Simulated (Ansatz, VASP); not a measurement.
# BeSe in VASP and in Ansatz

The input INCAR:

```
PREC     = Accurate       # precision mode
ENCUT    = 520            # plane-wave cutoff, eV
EDIFF    = 1E-7           # SCF threshold, eV
ISMEAR   = -1             # smearing method
SIGMA    = 0.02           # smearing width, eV
LREAL    = F              # projectors in reciprocal space
LASPH    = T              # aspherical terms in the spheres
NELM     = 120            # most SCF steps
ALGO     = Normal         # electronic algorithm
ISIF     = 2              # what is computed and relaxed
LWAVE    = F              # write WAVECAR
LCHARG   = F              # write CHGCAR
GGA      = PE             # functional
IBRION   = 2              # ionic algorithm
NSW      = 80             # ionic steps
EDIFFG   = -0.02          # ionic threshold
GGA_COMPAT= F            
NELMIN   = 4
```

File KPOINTS:

```
regular mesh
0
Gamma
  6 6 6
```

File POSCAR:

```
BeSe
1.0
    0.0000000000      2.5350000000      2.5350000000
    2.5350000000      0.0000000000      2.5350000000
    2.5350000000      2.5350000000      0.0000000000
Be Se
1 1
Direct
    0.0000000000      0.0000000000      0.0000000000
    0.2500000000      0.2500000000      0.2500000000
```

Input for Ansatz:

```yaml
crystal:
  lattice:
    - [0.0, 2.535, 2.535]
    - [2.535, 0.0, 2.535]
    - [2.535, 2.535, 0.0]
  atoms:
    - { symbol: Be, position: [0.0, 0.0, 0.0] }
    - { symbol: Se, position: [0.25, 0.25, 0.25] }
kpoints:
  mp_grid: { grid: [6, 6, 6] }
scf:
  occupations: { method: fermi_dirac, width: 0.02 }
hamiltonian:
  xc: pbe
  pseudopotentials: { kind: paw }
output:
  forces: true
  stress: true
  populations: true
  efg: { quadrupole_moments_barn: { Be: 0.05288 }, contact_densities: true }
relax:
  f_tol: 0.02
  max_steps: 60
```

Alike in both runs: task relaxation of the atoms; functional PBE; k mesh 6 × 6 × 6; occupations fermi-dirac, width 0.02 eV; no spin polarisation.

```csv
,VASP,Ansatz
version,VASP 6.6.1,Ansatz 0.2.0
potentials or method,"VASP PAW PBE potentials, release 64 (Be, Se)","plane-wave PAW, scalar-relativistic"
plane-wave cutoff (eV),520,420
valence electrons in the cell,8,18
```

```tsv
	VASP	Ansatz	Ansatz less VASP
gap on the k mesh at the Fermi level, each at its own relaxed structure (eV)	2.52	2.53	+0.013
```

VASP's potentials hold 8 valence electrons a cell and Ansatz's 18, so a difference there can come from the potentials and not from the codes. Ansatz's warnings: stress scf threshold loose.

Noted on VASP's run: the relaxation stopped at its first step, so nothing moved.
